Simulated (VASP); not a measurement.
# YSn3 (Fm-3m) in VASP: further runs

The runs below take YSn3 through single point, with LDA.

All numbers are computed with VASP 6.6.1; they aren't measurements. Logs are shortened: lines on timing, memory, paths and dates and some standing lists are left out, and cuts for length are marked.

## Step 1: The cell of the first run

Symmetry: Fm-3m, No. 225, cubic system. Conventional cell: a = 7.323 Å, b = 7.323 Å, c = 7.323 Å, α = 90.00°, β = 90.00°, γ = 90.00°. Within 4.2 Å of Y (site symmetry m-3m) lie 14 Sn at 3.17 to 3.66 Å. Within 4.2 Å of Sn (site symmetry m-3m) lie 8 Sn at 3.17 Å and 6 Y at 3.66 Å. Within 4.2 Å of Sn (site symmetry -43m) lie 4 Y at 3.17 Å and 10 Sn at 3.17 to 3.66 Å.

## Step 2: Single point, LDA

The input, INCAR:

```
SYSTEM = YSn3
PREC     = Accurate       ! precision mode
ENCUT    = 520            ! plane-wave cutoff, eV
EDIFF    = 1E-7           ! SCF threshold, eV
ISMEAR   = -1             ! smearing method
SIGMA    = 0.01           ! smearing width, eV
LREAL    = .FALSE.        ! projectors in reciprocal space
LASPH    = .TRUE.         ! aspherical terms in the spheres
NELM     = 100            ! most SCF steps
ALGO     = Normal         ! electronic algorithm
ISIF     = 2              ! what is computed and relaxed
LWAVE    = .FALSE.        ! write WAVECAR
LCHARG   = .FALSE.        ! write CHGCAR
NBANDS   = 34             ! bands
```

The input, KPOINTS:

```
regular mesh
0
G
  5 5 5
  0 0 0
```

The input, POSCAR:

```
YSn3
1.0
    0.0000000000      3.6613998986      3.6613998986
    3.6613998986      0.0000000000      3.6613998986
    3.6613998986      3.6613998986      0.0000000000
Y Sn
1 3
Direct
    0.0000000000      0.0000000000      0.0000000000
    0.5000000000      0.5000000000      0.5000000000
    0.2500000000      0.2500000000      0.2500000000
    0.7500000000      0.7500000000      0.7500000000
```

Potentials or basis: VASP PAW LDA potentials, release 64 (Y_sv, Sn_d).

Run with:

```
cat potpaw_LDA.64/Y_sv/POTCAR potpaw_LDA.64/Sn_d/POTCAR > POTCAR
mpirun -np 1 vasp_std > vasp.out
```

OUTCAR:

```text
SYSTEM = YSn3
   PREC = Accurate
   ENCUT = 520
   EDIFF = 1E-7
   ISMEAR = -1
   LREAL = .FALSE.
   LASPH = .TRUE.
   NELM = 100
   ISIF = 2

 ion  position               nearest neighbor table
   1  0.000  0.000  0.000-   3 3.17   4 3.17   4 3.17   4 3.17   4 3.17   3 3.17   3 3.17   3 3.17
                             2 3.66   2 3.66   2 3.66   2 3.66   2 3.66   2 3.66
   2  0.500  0.500  0.500-   3 3.17   4 3.17   3 3.17   3 3.17   3 3.17   4 3.17   4 3.17   4 3.17
                             1 3.66   1 3.66   1 3.66   1 3.66   1 3.66   1 3.66
   3  0.250  0.250  0.250-   1 3.17   2 3.17   1 3.17   1 3.17   1 3.17   2 3.17   2 3.17   2 3.17
                             4 3.66   4 3.66   4 3.66   4 3.66   4 3.66   4 3.66
   4  0.750  0.750  0.750-   1 3.17   2 3.17   2 3.17   2 3.17   2 3.17   1 3.17   1 3.17   1 3.17
                             3 3.66   3 3.66   3 3.66   3 3.66   3 3.66   3 3.66

  LATTYP: Found a face centered cubic cell.
 ALAT       =     7.3227997972

  Lattice vectors:

 A1 = (   0.0000000000,   3.6613998986,   3.6613998986)
 A2 = (   3.6613998986,   0.0000000000,   3.6613998986)
 A3 = (   3.6613998986,   3.6613998986,   0.0000000000)

Analysis of symmetry for initial positions (statically):
=====================================================================
 Subroutine PRICEL returns:
 Original cell was already a primitive cell.

 Routine SETGRP: Setting up the symmetry group for a
 face centered cubic supercell.

 Subroutine GETGRP returns: Found 48 space group operations
 (whereof 48 operations were pure point group operations)
 out of a pool of 48 trial point group operations.

The static configuration has the point symmetry O_h .

Analysis of symmetry for dynamics (positions and initial velocities):
=====================================================================
 Subroutine PRICEL returns:
 Original cell was already a primitive cell.

 Routine SETGRP: Setting up the symmetry group for a
 face centered cubic supercell.

 Subroutine GETGRP returns: Found 48 space group operations
 (whereof 48 operations were pure point group operations)
 out of a pool of 48 trial point group operations.

The dynamic configuration has the point symmetry O_h .

 Subroutine INISYM returns: Found 48 space group operations
 (whereof 48 operations are pure point group operations),
 and found     1 'primitive' translations

----------------------------------------------------------------------------------------

                                     Primitive cell

  volume of cell :      98.1683

  direct lattice vectors                    reciprocal lattice vectors
     0.000000000  3.661399899  3.661399899    -0.136559790  0.136559790  0.136559790
     3.661399899  0.000000000  3.661399899     0.136559790 -0.136559790  0.136559790
     3.661399899  3.661399899  0.000000000     0.136559790  0.136559790 -0.136559790

  length of vectors
     5.178001394  5.178001394  5.178001394     0.236528494  0.236528494  0.236528494

  position of ions in fractional coordinates (direct lattice)
     0.000000000  0.000000000  0.000000000
     0.500000000  0.500000000  0.500000000
     0.250000000  0.250000000  0.250000000
     0.750000000  0.750000000  0.750000000

  ion indices of the primitive-cell ions
   primitive index   ion index
                 1           1
                 2           2
                 3           3
                 4           4

----------------------------------------------------------------------------------------

 KPOINTS: regular mesh

Automatic generation of k-mesh.
 Grid dimensions read from file:
 generate k-points for:    5    5    5

 Generating k-lattice:

  Cartesian coordinates                     Fractional coordinates (reciprocal lattice)
    -0.027311958  0.027311958  0.027311958     0.200000000  0.000000000  0.000000000
     0.027311958 -0.027311958  0.027311958     0.000000000  0.200000000  0.000000000
     0.027311958  0.027311958 -0.027311958     0.000000000  0.000000000  0.200000000

  Length of vectors
     0.047305699  0.047305699  0.047305699

  Shift w.r.t. Gamma in fractional coordinates (k-lattice)
     0.000000000  0.000000000  0.000000000

 Subroutine IBZKPT returns following result:
 ===========================================

 Found     10 irreducible k-points:

 Following reciprocal coordinates:
            Coordinates               Weight
  0.000000  0.000000  0.000000      1.000000
  0.200000  0.000000  0.000000      8.000000
  0.400000  0.000000  0.000000      8.000000
  0.200000  0.200000  0.000000      6.000000
  0.400000  0.200000  0.000000     24.000000
 -0.400000  0.200000  0.000000     24.000000
 -0.200000  0.200000  0.000000     12.000000
  0.400000  0.400000  0.000000      6.000000
 -0.400000  0.400000  0.000000     12.000000
 -0.400000  0.400000  0.200000     24.000000
   k-points           NKPTS =     10   k-points in BZ     NKDIM =     10   number of bands    NBANDS=     34
   number of dos      NEDOS =    301   number of ions     NIONS =      4
   total plane-waves  NPLWV =  64000
   dimension x,y,z NGX =    40 NGY =   40 NGZ =   40
   dimension x,y,z NGXF=    80 NGYF=   80 NGZF=   80
   ions per type =               1   3
   NGX,Y,Z   is equivalent  to a cutoff of  12.84, 12.84, 12.84 a.u.
   NGXF,Y,Z  is equivalent  to a cutoff of  25.68, 25.68, 25.68 a.u.
 SYSTEM =  YSn3
   PREC   = accura    normal or accurate (medium, high low for compatibility)
   ISTART =      0    job   : 0-new  1-cont  2-samecut
   ICHARG =      2    charge: 1-file 2-atom 10-const
   ISPIN  =      1    spin polarized calculation?
   LNONCOLLINEAR =      F non collinear calculations
   LSORBIT =      F    spin-orbit coupling
   LASPH  =      T    aspherical Exc in radial PAW
   ENCUT  =  520.0 eV  38.22 Ry    6.18 a.u.   9.63  9.63  9.63*2*pi/ulx,y,z
   NELM   =    100;   NELMIN=  2; NELMDL= -5     # of ELM steps
   EDIFF  = 0.1E-06   stopping-criterion for ELM
   LREAL  =      F    real-space projection
   EDIFFG = 0.1E-05   stopping-criterion for IOM
   NSW    =      0    number of steps for IOM
   IBRION =     -1    ionic relax: 0-MD 1-quasi-New 2-CG
   NFREE  =      0    steps in history (QN), initial steepest desc. (CG)
   ISIF   =      2    stress and relaxation
   ISYM   =      2    0-nonsym 1-usesym 2-fastsym
   POTIM  = 0.5000    time-step for ionic-motion
   TEBEG  =    0.0;   TEEND  =   0.0 temperature during run
   PSTRESS=    0.0 pullay stress
   NELECT =      53.0000    total number of electrons
   NUPDOWN=      -1.0000    fix difference up-down
   EMIN   =  10.00;   EMAX   =-10.00  energy-range for DOS
   EFERMI =   0.00;   METHOD = LEGACY
   ISMEAR =    -1;   SIGMA  =   0.01  broadening in eV -4-tet -1-fermi 0-gaus
   EFERMI_NEDOS =   21; number of points for ismear=-14 and -15
   IALGO  =     38    algorithm
   IMIX   =      4    mixing-type and parameters
     AMIX     =   0.40;   BMIX     =  1.00
     AMIX_MAG =   1.60;   BMIX_MAG =  1.00
  volume/ion in A,a.u.               =      24.54       165.62
  Fermi-wavevector in a.u.,A,eV,Ry     =   1.333039  2.519079 24.177469  1.776994
  Thomas-Fermi vector in A             =   2.461928
   LORBIT       =      0    0 simple, 1 ext, 2 COOP (PROOUT), +10 PAW based schemes
   GGA     = CA    functional components
   LHFCALC =     F    Hartree Fock is set to
   AEXX    =    0.0000 exact exchange contribution
   IVDW    =     0    specifies the selected vdW correction
   LEPSILON=     F    determine dielectric tensor
   LRPA    =     F    only Hartree local field effects (RPA)
 non-spin polarized calculation
  energy-cutoff  :      520.00
  volume of cell :       98.17
 maximum number of plane-waves:      2685
   NGX = 19   NGY = 19   NGZ = 19

 number of electron      52.9999983 magnetization

 Free energy of the ion-electron system (eV)
  ---------------------------------------------------
  ext. energy  EPLUGINS =         0.00000000
  ---------------------------------------------------
  free energy    TOTEN  =       -21.27385595 eV

  energy without entropy =      -21.27256979  energy(sigma->0) =      -21.27321287

 E-fermi :   8.2514     XC(G=0): -11.0261

 val. band max:        8.1365357125   @ k =  -0.4000   0.4000   0.0000
 cond. band min:       8.2729059465   @ k =   0.4000   0.2000   0.0000
 fundamental gap:      0.1363702339
 Fermi energy:         8.2513789769

 k-point     1 :       0.0000    0.0000    0.0000
  band No.  band energies     occupation
      1     -34.5800      2.00000
      2     -14.7908      2.00000
      3     -14.7908      2.00000
      4     -14.7908      2.00000
      5     -13.3491      2.00000
      6     -13.3491      2.00000
[... 26 lines left out ...]
     33      10.4662      0.00000
     34      13.5320      0.00000

 k-point     2 :       0.2000    0.0000    0.0000
  band No.  band energies     occupation
      1     -34.5799      2.00000
      2     -14.7902      2.00000
      3     -14.7902      2.00000
      4     -14.7869      2.00000
      5     -13.3534      2.00000
      6     -13.3534      2.00000
[... 26 lines left out ...]
     33      10.2495      0.00000
     34      13.6861      0.00000

 k-point     3 :       0.4000    0.0000    0.0000
  band No.  band energies     occupation
      1     -34.5796      2.00000
      2     -14.7890      2.00000
      3     -14.7890      2.00000
      4     -14.7806      2.00000
      5     -13.3609      2.00000
      6     -13.3609      2.00000
[... 26 lines left out ...]
     33      12.0563      0.00000
     34      13.1029      0.00000

 k-point     4 :       0.2000    0.2000    0.0000
  band No.  band energies     occupation
      1     -34.5798      2.00000
      2     -14.7911      2.00000
      3     -14.7865      2.00000
      4     -14.7865      2.00000
      5     -13.3555      2.00000
      6     -13.3555      2.00000
[... 26 lines left out ...]
     33      11.1493      0.00000
     34      13.4908      0.00000

 k-point     5 :       0.4000    0.2000    0.0000
  band No.  band energies     occupation
      1     -34.5796      2.00000
      2     -14.7882      2.00000
      3     -14.7844      2.00000
      4     -14.7812      2.00000
      5     -13.3637      2.00000
      6     -13.3632      2.00000
[... 26 lines left out ...]
     33      12.4433      0.00000
     34      13.0120      0.00000

 k-point     6 :      -0.4000    0.2000    0.0000
  band No.  band energies     occupation
      1     -34.5795      2.00000
      2     -14.7869      2.00000
      3     -14.7847      2.00000
      4     -14.7795      2.00000
      5     -13.3664      2.00000
      6     -13.3613      2.00000
[... 26 lines left out ...]
     33      12.2762      0.00000
     34      12.6747      0.00000

 k-point     7 :      -0.2000    0.2000    0.0000
  band No.  band energies     occupation
      1     -34.5797      2.00000
      2     -14.7905      2.00000
      3     -14.7846      2.00000
      4     -14.7841      2.00000
      5     -13.3605      2.00000
      6     -13.3599      2.00000
[... 26 lines left out ...]
     33      11.5044      0.00000
     34      12.9325      0.00000

 k-point     8 :       0.4000    0.4000    0.0000
  band No.  band energies     occupation
      1     -34.5795      2.00000
      2     -14.7842      2.00000
      3     -14.7796      2.00000
      4     -14.7796      2.00000
      5     -13.3708      2.00000
      6     -13.3708      2.00000
[... 26 lines left out ...]
     33      11.9197      0.00000
     34      12.9168      0.00000

 k-point     9 :      -0.4000    0.4000    0.0000
  band No.  band energies     occupation
      1     -34.5794      2.00000
      2     -14.7817      2.00000
      3     -14.7810      2.00000
      4     -14.7789      2.00000
      5     -13.3725      2.00000
      6     -13.3658      2.00000
[... 26 lines left out ...]
     33      12.5926      0.00000
     34      12.6116      0.00000

 k-point    10 :      -0.4000    0.4000    0.2000
  band No.  band energies     occupation
      1     -34.5795      2.00000
      2     -14.7842      2.00000
      3     -14.7805      2.00000
      4     -14.7805      2.00000
      5     -13.3699      2.00000
      6     -13.3599      2.00000
[... 26 lines left out ...]
     33      12.3460      0.00000
     34      12.6991      0.00000

------------------------ aborting loop because EDIFF is reached ----------------------------------------

  FORCE on cell =-STRESS in cart. coord.  units (eV):
  Direction    XX          YY          ZZ          XY          YZ          ZX
  --------------------------------------------------------------------------------------
  -------------------------------------------------------------------------------------
  Total        2.2799647      2.2799647      2.2799647      0.0000000     -0.0000000      0.0000000
  in kB       37.2106470     37.2106470     37.2106470      0.0000000     -0.0000000      0.0000000
  external PRESSURE =      37.2106470 kB  Pullay stress =       0.0000000 kB

 VOLUME and BASIS-vectors are now :
 -----------------------------------------------------------------------------
  energy-cutoff  :      520.00
  volume of cell :       98.17
      direct lattice vectors                 reciprocal lattice vectors
     0.000000000  3.661399899  3.661399899    -0.136559790  0.136559790  0.136559790
     3.661399899  0.000000000  3.661399899     0.136559790 -0.136559790  0.136559790
     3.661399899  3.661399899  0.000000000     0.136559790  0.136559790 -0.136559790

 POSITION                                       TOTAL-FORCE (eV/Angst)
 -----------------------------------------------------------------------------------
      0.00000      0.00000      0.00000         0.000000      0.000000     -0.000000
      3.66140      3.66140      3.66140         0.000000      0.000000     -0.000000
      1.83070      1.83070      1.83070         0.000000      0.000000      0.000000
      5.49210      5.49210      5.49210        -0.000000     -0.000000     -0.000000
 -----------------------------------------------------------------------------------
    total drift:                               -0.000000     -0.000000      0.000000

  FREE ENERGIE OF THE ION-ELECTRON SYSTEM (eV)
  ---------------------------------------------------
  free  energy   TOTEN  =       -21.2738559478 eV

  energy  without entropy=      -21.2725697937  energy(sigma->0) =      -21.27321287
```

Wall time 51 s (1 thread of Intel Xeon 8259CL, shared host); peak memory 0.22 GiB.

What came out:

* Free energy: -21.2739 eV
* Pressure: 3.7 GPa
* Band gap on the k mesh: zero (an odd number of electrons rules out a gap without spin polarisation)

Caveat: the cell stands under pressure; spin-orbit coupling is left out, which moves the levels of the heavy elements.

## Step 3: Single point, LDA

This run uses another cell than the first one, of 25.66 Å³/atom.

The input, INCAR:

```
ALGO = Normal ; EDIFF = 1E-6
ENCUT = 520 ; GGA = CA
ISIF = 2 ; ISMEAR = -1
LASPH = T ; LCHARG = F
LREAL = F ; LWAVE = F
NBANDS = 34 ; NELM = 60
PREC = Accurate ; SIGMA = 0.01
```

The input, KPOINTS:

```
k-points
0
Gamma
  5 5 5
```

The input, POSCAR:

```
YSn3
1.0
    0.0000000000      3.7160557162      3.7160557162
    3.7160557162      0.0000000000      3.7160557162
    3.7160557162      3.7160557162      0.0000000000
Y Sn
1 3
Direct
    0.0000000000      0.0000000000      0.0000000000
    0.5000000000      0.5000000000      0.5000000000
    0.2500000000      0.2500000000      0.2500000000
    0.7500000000      0.7500000000      0.7500000000
```

Potentials or basis: VASP PAW LDA potentials, release 64 (Y_sv, Sn_d).

Run with:

```
cat potpaw_LDA.64/Y_sv/POTCAR potpaw_LDA.64/Sn_d/POTCAR > POTCAR
mpirun -np 1 vasp_std > vasp.out
```

Wall time 47 s (1 thread of Intel Xeon 8259CL, shared host); peak memory 0.22 GiB.

It converged, with:

```
Free energy            : -21.3330 eV
Pressure               : 0.5 GPa
Band gap on the k mesh : zero (an odd number of electrons rules out a gap without spin polarisation)
```

Levels at points of the mesh, in eV from the Fermi level:
| k point | band 23 | band 24 | band 25 | band 26 | band 27 | band 28 | band 29 | band 30 | band 31 | band 32 |
| --- | --- | --- | --- | --- | --- | --- | --- | --- | --- | --- |
| (0.00, 0.00, 0.00) | -2.84 | -2.84 | -2.84 | -1.31 | -1.31 | -1.31 | 0.53 | 0.53 | 2.08 | 2.08 |

Caveat: spin-orbit coupling is left out, which moves the levels of the heavy elements.

## Step 4: Single point, LDA

This run uses another cell than the first one, of 26.77 Å³/atom.

The input, INCAR:

```
SYSTEM = YSn3
ALGO = Normal
EDIFF = 1E-7
ENCUT = 520
ISIF = 2
ISMEAR = -1
LASPH = .TRUE.
LCHARG = .FALSE.
LREAL = .FALSE.
LWAVE = .FALSE.
NBANDS = 34
NELM = 80
PREC = Accurate
SIGMA = 0.01
```

The input, KPOINTS:

```
k-points
0
G
  5 5 5
  0 0 0
```

The input, POSCAR:

```
YSn3
1.0
    0.0000000000      3.7691493996      3.7691493996
    3.7691493996      0.0000000000      3.7691493996
    3.7691493996      3.7691493996      0.0000000000
Y Sn
1 3
Direct
    0.0000000000      0.0000000000      0.0000000000
    0.5000000000      0.5000000000      0.5000000000
    0.2500000000      0.2500000000      0.2500000000
    0.7500000000      0.7500000000      0.7500000000
```

Run with:

```
cat potpaw_LDA.64/Y_sv/POTCAR potpaw_LDA.64/Sn_d/POTCAR > POTCAR
mpirun -np 1 vasp_std > vasp.out
```

Run time: 57 s. Hardware: 1 thread of Intel Xeon 8259CL, shared host; peak memory 0.22 GiB.

Results (log left out):

```yaml
Free_energy: -21.3125 eV
Pressure: -2.0 GPa
Band_gap_on_the_k_mesh: zero (an odd number of electrons rules out a gap without spin polarisation)
```

Levels at points of the mesh, in eV from the Fermi level:
| k point | band 25 | band 26 | band 27 | band 28 | band 29 | band 30 |
| --- | --- | --- | --- | --- | --- | --- |
| (0.00, 0.00, 0.00) | -2.70 | -1.23 | -1.23 | -1.23 | 0.57 | 0.57 |

Caveat: spin-orbit coupling is left out, which moves the levels of the heavy elements.

(Continued in part 2 of 2.)
